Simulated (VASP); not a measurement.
Write the native input for VASP 6.6.1 that does the following.

```
Task                   : relaxation of shape and atoms at fixed volume
Functional             : PBE
Dispersion             : D3(BJ)
Potentials or basis    : VASP PAW PBE potentials, release 64 (Te, Pt)
Cutoff                 : 500 eV
k mesh                 : 12 × 12 × 8
Occupations            : gaussian, width 0.1 eV
Spin                   : no spin polarisation
Dipole correction      : no
Further INCAR settings : ALGO = Normal; EDIFF = 1e-07; IBRION = 2; EDIFFG = -0.01; NSW = 50; ISIF = 4
```

The structure of Te2Pt lies in POSCAR:

```
Te2Pt
1.0
    4.1359341569      0.0000000000      0.0000000000
   -2.0679670784      3.5818240483      0.0000000000
    0.0000000000      0.0000000000      5.3782690713
Te Pt
2 1
Direct
    0.3333333333      0.6666666667      0.2566499112
    0.6666666667      0.3333333333      0.7433500888
    0.0000000000      0.0000000000      0.0000000000
```

This cell differs from its parent crystal: volume scaled by 1.10.

One way to write it, as run:

INCAR

```
ALGO = Normal
EDIFF = 1E-7
EDIFFG = -0.01
ENCUT = 500
GGA = PE
GGA_COMPAT = False
IBRION = 2
ISIF = 4
ISMEAR = 0
IVDW = 12
LASPH = True
LCHARG = False
LREAL = False
LWAVE = False
NELM = 120
NELMIN = 4
NSW = 50
PREC = Accurate
SIGMA = 0.1
```

KPOINTS

```
k-points
0
Gamma
  12 12 8
```

Potentials or basis: VASP PAW PBE potentials, release 64 (Te, Pt).

Launch:

```sh
$ cat potpaw_PBE.64/Te/POTCAR potpaw_PBE.64/Pt/POTCAR > POTCAR
$ mpirun -np 1 vasp_std > vasp.out
```

It gave:

* Energy gained by relaxing: 6.7 meV/atom
* Ionic steps: 6
* Pressure after relaxing: -4.0 GPa
* Band gap on the k mesh: zero (band 11 reaches 8.69 eV, above the bottom of band 12 at 7.38 eV)
* Dispersion energy per atom: -0.512 eV

Caveat: spin-orbit coupling is left out, which moves the levels of the heavy elements; pairwise dispersion overbinds metals, which lowers pressure and volume.

It took 6.5 min on 1 thread of Intel(R) Xeon(R) Platinum 8488C (Sapphire Rapids) (shared host), peak memory 0.31 GiB.
